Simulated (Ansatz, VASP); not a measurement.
One calculation of Pd, two programs

```xyz
1
Lattice="0.0000 1.9587 1.9587 1.9587 0.0000 1.9587 1.9587 1.9587 0.0000" Properties=species:S:1:pos:R:3 pbc="T T T"
Pd    0.0000    0.0000    0.0000
```

Alike in both runs: task relaxation of cell and atoms; functional PBEsol; k mesh 18 × 18 × 18; occupations gaussian, width 0.1 eV; no spin polarisation.

|  | VASP | Ansatz |
| --- | --- | --- |
| version | VASP 6.6.1 | Ansatz 0.2.0 |
| potentials or method | VASP PAW PBE potentials, release 64 (Pd), cutoff 600 eV | scalar-relativistic, plane waves, PAW |
| valence electrons in the cell | 10 | 18 |

|  | VASP | Ansatz | Ansatz less VASP |
| --- | --- | --- | --- |
| gap on the k mesh at the Fermi level, each at its own relaxed structure (eV) | none | none | - |
| relaxed volume (Å³/atom) | 14.52 | 14.55 | +0.029 |
| relaxed cell length with the largest relative difference (Å) | 2.738 | 2.740 | +0.0018 |

VASP's potentials were made for PBE, not for PBEsol. A gap of «none» marks a metal or a gap that the smearing closes. VASP's potentials hold 10 valence electrons a cell and Ansatz's 18, so a difference there can come from the potentials and not from the codes.
